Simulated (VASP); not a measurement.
# Ir (Fm-3m) in VASP: further runs, part 2 of 3

VASP 6.6.1.

## Step 3: Single point, PBE

This run uses another cell than the first one, of 14.31 Å³/atom, 1.091 times its volume.

INCAR

```
PREC = Accurate ; ENCUT = 500
EDIFF = 1E-6 ; ISMEAR = 1
SIGMA = 0.06802846561497 ; LREAL = False
LASPH = True ; NELM = 120
ALGO = Normal ; ISIF = 2
LWAVE = False ; LCHARG = False
GGA = PE ; NELECT = 7.0
ISYM = 0 ; NBANDS = 10
GGA_COMPAT = False
```

KPOINTS

```
Automatic mesh
0
Gamma
  4 4 4
  0.25 0.25 0.25
```

POSCAR

```
Ir
1.0
    0.0000000000      1.9269646676      1.9269646676
    1.9269646676      0.0000000000      1.9269646676
    1.9269646676      1.9269646676      0.0000000000
Ir
1
Direct
    0.0833721607      0.0528899695     -0.1377375783
```

Potentials or basis: VASP PAW PBE potentials, release 64 (Ir).

Command:

```
$ cat potpaw_PBE.64/Ir/POTCAR > POTCAR
$ mpirun -np 1 vasp_std > vasp.out
```

OUTCAR:

```text
PREC = Accurate
   ENCUT = 500
   EDIFF = 1E-6
   ISMEAR = 1
   LREAL = False
   LASPH = True
   NELM = 120
   ISIF = 2
   GGA = PE
   NELECT = 7.0
   ISYM = 0

 ion  position               nearest neighbor table
   1  0.083  0.053  0.862-

IMPORTANT INFORMATION: All symmetrisations will be switched off!
NOSYMM: (Re-)initialisation of all symmetry stuff for point group C_1.

----------------------------------------------------------------------------------------

                                     Primitive cell

  volume of cell :      14.3104

  direct lattice vectors                    reciprocal lattice vectors
     0.000000000  1.926964668  1.926964668    -0.259475437  0.259475437  0.259475437
     1.926964668  0.000000000  1.926964668     0.259475437 -0.259475437  0.259475437
     1.926964668  1.926964668  0.000000000     0.259475437  0.259475437 -0.259475437

  length of vectors
     2.725139567  2.725139567  2.725139567     0.449424641  0.449424641  0.449424641

  position of ions in fractional coordinates (direct lattice)
     0.083372161  0.052889970  0.862262422

  ion indices of the primitive-cell ions
   primitive index   ion index
                 1           1

----------------------------------------------------------------------------------------

 KPOINTS: Automatic mesh

Automatic generation of k-mesh.
 Grid dimensions read from file:
 generate k-points for:    4    4    4

 Generating k-lattice:

  Cartesian coordinates                     Fractional coordinates (reciprocal lattice)
    -0.064868859  0.064868859  0.064868859     0.250000000  0.000000000  0.000000000
     0.064868859 -0.064868859  0.064868859     0.000000000  0.250000000  0.000000000
     0.064868859  0.064868859 -0.064868859     0.000000000  0.000000000  0.250000000

  Length of vectors
     0.112356160  0.112356160  0.112356160

  Shift w.r.t. Gamma in fractional coordinates (k-lattice)
     0.250000000  0.250000000  0.250000000

 Subroutine IBZKPT returns following result:
 ===========================================

 Found    256 irreducible k-points:

 Following reciprocal coordinates:
            Coordinates               Weight
  0.062500  0.062500  0.062500      2.000000
  0.062500  0.000000  0.000000      2.000000
  0.000000  0.000000 -0.062500      2.000000
  0.000000  0.062500  0.000000      2.000000
  0.312500  0.062500  0.062500      2.000000
  0.062500  0.312500  0.062500      2.000000
[... 16 lines left out ...]
  0.000000  0.500000 -0.062500      2.000000
  0.500000  0.000000 -0.062500      2.000000
 [... further k-points ...]
   k-points           NKPTS =    256   k-points in BZ     NKDIM =    256   number of bands    NBANDS=     10
   number of dos      NEDOS =    301   number of ions     NIONS =      1
   total plane-waves  NPLWV =   8000
   dimension x,y,z NGX =    20 NGY =   20 NGZ =   20
   dimension x,y,z NGXF=    40 NGYF=   40 NGZF=   40
   ions per type =               1
   NGX,Y,Z   is equivalent  to a cutoff of  12.20, 12.20, 12.20 a.u.
   NGXF,Y,Z  is equivalent  to a cutoff of  24.40, 24.40, 24.40 a.u.
 SYSTEM =  unknown system
   PREC   = accura    normal or accurate (medium, high low for compatibility)
   ISTART =      0    job   : 0-new  1-cont  2-samecut
   ICHARG =      2    charge: 1-file 2-atom 10-const
   ISPIN  =      1    spin polarized calculation?
   LNONCOLLINEAR =      F non collinear calculations
   LSORBIT =      F    spin-orbit coupling
   LASPH  =      T    aspherical Exc in radial PAW
   ENCUT  =  500.0 eV  36.75 Ry    6.06 a.u.   4.97  4.97  4.97*2*pi/ulx,y,z
   NELM   =    120;   NELMIN=  2; NELMDL= -5     # of ELM steps
   EDIFF  = 0.1E-05   stopping-criterion for ELM
   LREAL  =      F    real-space projection
   EDIFFG = 0.1E-04   stopping-criterion for IOM
   NSW    =      0    number of steps for IOM
   IBRION =     -1    ionic relax: 0-MD 1-quasi-New 2-CG
   NFREE  =      0    steps in history (QN), initial steepest desc. (CG)
   ISIF   =      2    stress and relaxation
   ISYM   =      0    0-nonsym 1-usesym 2-fastsym
   POTIM  = 0.5000    time-step for ionic-motion
   TEBEG  =    0.0;   TEEND  =   0.0 temperature during run
   PSTRESS=    0.0 pullay stress
   NELECT =       7.0000    total number of electrons
   NUPDOWN=      -1.0000    fix difference up-down
   EMIN   =  10.00;   EMAX   =-10.00  energy-range for DOS
   EFERMI =   0.00;   METHOD = LEGACY
   ISMEAR =     1;   SIGMA  =   0.07  broadening in eV -4-tet -1-fermi 0-gaus
   EFERMI_NEDOS =   21; number of points for ismear=-14 and -15
   IALGO  =     38    algorithm
   IMIX   =      4    mixing-type and parameters
     AMIX     =   0.40;   BMIX     =  1.00
     AMIX_MAG =   1.60;   BMIX_MAG =  1.00
  volume/ion in A,a.u.               =      14.31        96.57
  Fermi-wavevector in a.u.,A,eV,Ry     =   1.289903  2.437563 22.638054  1.663850
  Thomas-Fermi vector in A             =   2.421767
   LORBIT       =      0    0 simple, 1 ext, 2 COOP (PROOUT), +10 PAW based schemes
   GGA     = PE    functional components
   LHFCALC =     F    Hartree Fock is set to
   AEXX    =    0.0000 exact exchange contribution
   IVDW    =     0    specifies the selected vdW correction
   LEPSILON=     F    determine dielectric tensor
   LRPA    =     F    only Hartree local field effects (RPA)
 non-spin polarized calculation
 Methfessel and Paxton  Order N= 1 SIGMA  =   0.07
  energy-cutoff  :      500.00
  volume of cell :       14.31
 maximum number of plane-waves:       370
   NGX =  9   NGY =  9   NGZ =  9

 number of electron       7.0000000 magnetization

 Free energy of the ion-electron system (eV)
  ---------------------------------------------------
  ext. energy  EPLUGINS =         0.00000000
  ---------------------------------------------------
  free energy    TOTEN  =       -26.31812456 eV

  energy without entropy =      -26.31770255  energy(sigma->0) =      -26.31798389

 E-fermi :   7.3588     XC(G=0): -12.8988

 val. band max:        7.3252938767   @ k =   0.2500   0.5000   0.0625
 cond. band min:       7.4936268792   @ k =   0.0000   0.2500   0.1875
 fundamental gap:      0.1683330025
 Fermi energy:         7.3587932108

 k-point     1 :       0.0625    0.0625    0.0625
  band No.  band energies     occupation
      1       0.4931      2.00000
      2       5.6866      2.00000
      3       5.8181      2.00000
      4       5.8181      2.00000
      5       7.9618     -0.00000
      6       7.9618     -0.00000
      7      26.4408      0.00000
      8      30.8096      0.00000
      9      31.9204      0.00000
     10      31.9204      0.00000

 k-point     2 :       0.0625    0.0000    0.0000
  band No.  band energies     occupation
      1       0.4931      2.00000
      2       5.6866      2.00000
      3       5.8181      2.00000
      4       5.8181      2.00000
      5       7.9618     -0.00000
      6       7.9618     -0.00000
      7      26.4408      0.00000
      8      30.8096      0.00000
      9      31.9204      0.00000
     10      31.9204      0.00000

 k-point     3 :       0.0000    0.0000   -0.0625
  band No.  band energies     occupation
      1       0.4931      2.00000
      2       5.6866      2.00000
      3       5.8181      2.00000
      4       5.8181      2.00000
      5       7.9618     -0.00000
      6       7.9618     -0.00000
      7      26.4408      0.00000
      8      30.8096      0.00000
      9      31.9204      0.00000
     10      31.9204      0.00000
[... 248 lines left out ...]
 k-point    23 :       0.0000    0.5000   -0.0625
  band No.  band energies     occupation
      1       2.6000      2.00000
      2       5.6256      2.00000
      3       5.8360      2.00000
      4       8.8291      0.00000
      5       9.8011      0.00000
      6      11.5553      0.00000
      7      16.8557      0.00000
      8      26.1866      0.00000
      9      30.4873      0.00000
     10      30.5705      0.00000

 k-point    24 :       0.5000    0.0000   -0.0625
  band No.  band energies     occupation
      1       2.6000      2.00000
      2       5.6256      2.00000
      3       5.8360      2.00000
      4       8.8291      0.00000
      5       9.8011      0.00000
      6      11.5553      0.00000
      7      16.8557      0.00000
      8      26.1866      0.00000
      9      30.4873      0.00000
     10      30.5705      0.00000

 [... further k-points ...]
[... 5 lines left out ...]
  --------------------------------------------------------------------------------------
  -------------------------------------------------------------------------------------
  Total      -31.2782369    -31.2782381    -31.2782349      0.0000001      0.0000027     -0.0000050
  in kB    -3501.8827187  -3501.8828487  -3501.8824932      0.0000150      0.0002973     -0.0005594
  external PRESSURE =   -3501.8826869 kB  Pullay stress =       0.0000000 kB

 VOLUME and BASIS-vectors are now :
 -----------------------------------------------------------------------------
  energy-cutoff  :      500.00
  volume of cell :       14.31
      direct lattice vectors                 reciprocal lattice vectors
     0.000000000  1.926964668  1.926964668    -0.259475437  0.259475437  0.259475437
     1.926964668  0.000000000  1.926964668     0.259475437 -0.259475437  0.259475437
     1.926964668  1.926964668  0.000000000     0.259475437  0.259475437 -0.259475437

 POSITION                                       TOTAL-FORCE (eV/Angst)
 -----------------------------------------------------------------------------------
      1.76347      1.82220      0.26257        -0.000000      0.000003      0.000001
 -----------------------------------------------------------------------------------
    total drift:                               -0.000000      0.000003      0.000001

  FREE ENERGIE OF THE ION-ELECTRON SYSTEM (eV)
  ---------------------------------------------------
  free  energy   TOTEN  =       -26.3181245617 eV

  energy  without entropy=      -26.3177025480  energy(sigma->0) =      -26.31798389
```

OSZICAR:

```text
N       E                     dE             d eps       ncg     rms          rms(c)
DAV:   1     0.473108197234E+01    0.47311E+01   -0.29621E+03  5128   0.580E+02
DAV:   2    -0.287903869751E+02   -0.33521E+02   -0.32044E+02  5240   0.137E+02
DAV:   3    -0.293560516665E+02   -0.56566E+00   -0.56234E+00  5898   0.209E+01
DAV:   4    -0.293613356472E+02   -0.52840E-02   -0.52827E-02  5888   0.193E+00
DAV:   5    -0.293614367908E+02   -0.10114E-03   -0.10114E-03  5918   0.251E-01    0.164E+01
DAV:   6    -0.264596981751E+02    0.29017E+01   -0.98546E+00  5826   0.316E+01    0.297E+00
DAV:   7    -0.263226203642E+02    0.13708E+00   -0.45485E-01  6838   0.681E+00    0.152E+00
DAV:   8    -0.263173295024E+02    0.52909E-02   -0.36346E-02  6340   0.212E+00    0.124E+00
DAV:   9    -0.263182106658E+02   -0.88116E-03   -0.82252E-04  6154   0.233E-01    0.160E-01
DAV:  10    -0.263181198542E+02    0.90812E-04   -0.29852E-04  6012   0.191E-01    0.120E-02
DAV:  11    -0.263181245794E+02   -0.47252E-05   -0.43328E-06  6048   0.169E-02    0.556E-03
DAV:  12    -0.263181245617E+02    0.17729E-07   -0.35356E-07  2830   0.665E-03
   1 F= -.26318125E+02 E0= -.26317984E+02  d E =-.422014E-03
```

stdout:

```text
POSCAR found type information on POSCAR Ir
 POSCAR found :  1 types and       1 ions
 scaLAPACK will be used
 LDA part: xc-table for (Slater+PW92), standard interpolation
 POSCAR, INCAR and KPOINTS ok, starting setup
 FFT: planning ... GRIDC
 FFT: planning ... GRID_SOFT
 FFT: planning ... GRID
 WAVECAR not read
 entering main loop
 the old and the new charge density differ
 old charge density:     9.00000 new    7.00000
    0.164E+01
```

Wall time 25 s (1 thread of AMD EPYC 7R13 (Zen 3), shared host); peak memory 0.12 GiB.

What came out:

```yaml
Free_energy: -26.3181 eV
```

Caveat: the k points lie up to 0.71 Å⁻¹ apart; the cell carries a net charge on a neutralising background, which shifts energy and pressure; the cell is charged against a uniform background, so pressure and absolute levels hang on convention; spin-orbit coupling is left out, which moves the levels of the heavy elements.

[end of part 2 of 3]
